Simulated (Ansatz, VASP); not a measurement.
## Two plane-wave programs on Na3FeSb

The input INCAR:

```
ALGO     = Normal         # electronic algorithm
EDIFF    = 1E-6           # SCF threshold, eV
EDIFFG   = -0.04          # ionic threshold
ENCUT    = 600            # plane-wave cutoff, eV
GGA      = PE             # functional
IBRION   = 2              # ionic algorithm
ISIF     = 3              # what is computed and relaxed
ISMEAR   = 0              # smearing method
ISPIN    = 2              # spin polarisation
LASPH    = True           # aspherical terms in the spheres
LCHARG   = False          # write CHGCAR
LMAXMIX  = 4              # l up to which the mixer works
LORBIT   = 11             # projections on sites
LREAL    = False          # projectors in reciprocal space
LWAVE    = False          # write WAVECAR
MAGMOM   = 0 0 0 3.58 0   # initial moments
NELM     = 150            # most SCF steps
NSW      = 90             # ionic steps
PREC     = Accurate       # precision mode
SIGMA    = 0.1            # smearing width, eV
```

KPOINTS

```
k-points
0
Gamma
  4 4 4
```

File POSCAR:

```
Na3FeSb
1.0
    4.5731106668      0.0000000000      0.0000000000
    0.0000000000      4.5731106668      0.0000000000
    0.0000000000      0.0000000000      4.5731106668
Na Fe Sb
3 1 1
Direct
    0.0000000000      0.5000000000      0.5000000000
    0.5000000000      0.0000000000      0.5000000000
    0.5000000000      0.5000000000      0.0000000000
    0.0000000000      0.0000000000      0.0000000000
    0.5000000000      0.5000000000      0.5000000000
```

Input for Ansatz:

```yaml
crystal:
  lattice:
    - [4.5731106668, 0.0, 0.0]
    - [0.0, 4.5731106668, 0.0]
    - [0.0, 0.0, 4.5731106668]
  atoms:
    - { symbol: Na, position: [0.0, 0.5, 0.5] }
    - { symbol: Na, position: [0.5, 0.0, 0.5] }
    - { symbol: Na, position: [0.5, 0.5, 0.0] }
    - { symbol: Fe, position: [0.0, 0.0, 0.0], spin: 3.58 }
    - { symbol: Sb, position: [0.5, 0.5, 0.5] }
basis:
  ecutwfc: 420
kpoints:
  mp_grid: { grid: [4, 4, 4] }
hamiltonian:
  xc: pbe
scf:
  occupations: { method: gaussian, width: 0.1 }
  lower_state_search: "off"
output:
  forces: true
  stress: true
  eigenvalues: true
  populations: true
magnetization:
  spin_polarized: true
relax:
  adjacent_minimum: "off"
  f_tol: 0.04
  max_steps: 70
  cell: { stress_tol: 0.4 }
```

Alike in both runs: task relaxation of cell and atoms; functional PBE; k mesh 4 × 4 × 4; occupations gaussian, width 0.1 eV; collinear spin.

|  | VASP | Ansatz |
| --- | --- | --- |
| version | VASP 6.6.1 | Ansatz 0.2.0 |
| potentials or method | VASP PAW PBE potentials, release 64 (Na_pv, Fe, Sb), cutoff 600 eV | scalar-relativistic, plane waves, PAW |
| valence electrons in the cell | 34 | 58 |

Ansatz gave:

| Quantity | Value |
| --- | --- |
| gap on the k mesh at the Fermi level, each at its own relaxed structure (eV) | none |
| net moment per atom (μB) | 0.80 |
| size of the moment on the site where the two differ most (μB) | 3.71 |
| relaxed volume (Å³/atom) | 39.74 |
| relaxed cell length with the largest relative difference (Å) | 5.836 |

Question: Estimate VASP's values.

Answer: gap on the k mesh at the Fermi level, each at its own relaxed structure (eV): none; net moment per atom (μB): 0.80; size of the moment on the site where the two differ most (μB): 3.41; relaxed volume (Å³/atom): 40.62; relaxed cell length with the largest relative difference (Å): 5.878.

Site moments also hang on the region over which each program counts them. A gap of «none» marks a metal or a gap that the smearing closes. VASP's potentials hold 34 valence electrons a cell and Ansatz's 58, so a difference there can come from the potentials and not from the codes.

Spin-orbit coupling is off throughout. Noted on VASP's run: the volume moved by over 15 % at a fixed basis, so the end points are rough.
